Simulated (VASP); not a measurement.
Write the native input for VASP 6.6.1 that does the following.

* Task: single point
* Functional: HSE06
* Potentials or basis: VASP PAW PBE potentials, release 64 (Ca_sv, Se)
* Cutoff: 520 eV
* k mesh: 4 × 4 × 4
* Occupations: gaussian, width 0.01 eV
* Spin: no spin polarisation
* Dipole correction: no
* Grid for exact exchange (PRECFOCK): Normal
* Further INCAR settings: ALGO = Normal; EDIFF = 1e-07; NBANDS = 15
* Screening parameter: 0.2079 1/Å

Crystal: CaSe.

```xyz
2
Lattice="0.0000 3.1162 3.1162 3.1162 0.0000 3.1162 3.1162 3.1162 0.0000" Properties=species:S:1:pos:R:3 pbc="T T T"
Ca    0.0000    0.0000    0.0000
Se    1.5581    1.5581    1.5581
```

This cell differs from its parent crystal: strain -5.0%.

These files were run (other wordings do the same):

POSCAR

```
CaSe
1.0
    0.0000000000      3.1162392114      3.1162392114
    3.1162392114      0.0000000000      3.1162392114
    3.1162392114      3.1162392114      0.0000000000
Ca Se
1 1
Direct
    0.0000000000      0.0000000000      0.0000000000
    0.2500000000      0.2500000000      0.2500000000
```

INCAR.step1

```
PREC = Accurate
ENCUT = 520
EDIFF = 1E-5
ISMEAR = 0
SIGMA = 0.01
LREAL = F
LASPH = T
NELM = 100
ALGO = Normal
ISIF = 2
LWAVE = T
NBANDS = 15
GGA = PE
```

INCAR.step2

```
PREC = Accurate
ENCUT = 520
EDIFF = 1E-7
ISMEAR = 0
SIGMA = 0.01
LREAL = F
LASPH = T
NELM = 100
ALGO = Normal
ISIF = 2
LWAVE = F
LCHARG = T
GGA = PE
LHFCALC = T
HFSCREEN = 0.2079
PRECFOCK = Normal
LELF = T
LVHAR = T
NBANDS = 15
ISTART = 1
```

KPOINTS

```
regular mesh
0
Gamma
  4 4 4
```

Potentials or basis: VASP PAW PBE potentials, release 64 (Ca_sv, Se).

The run is started by

```sh
$ cat potpaw_PBE.64/Ca_sv/POTCAR potpaw_PBE.64/Se/POTCAR > POTCAR
$ cp INCAR.step1 INCAR
$ mpirun -np 1 vasp_std > vasp.out
$ cp INCAR.step2 INCAR
$ mpirun -np 1 vasp_std > vasp.out
```

Results of the run:

```json
{"Pressure": "7.7 GPa", "Band gap on the k mesh": "4.51 eV, indirect (least direct gap 4.53 eV)"}
```

Caveat: the k points lie up to 0.44 Å⁻¹ apart; the cell differs from its parent crystal (strain -5.0%); the PAW data sets were made with another functional, which shifts forces and pressure a little.

Wall time 24 min on 1 thread of AMD EPYC 7R13 (shared host), peak memory 0.28 GiB.
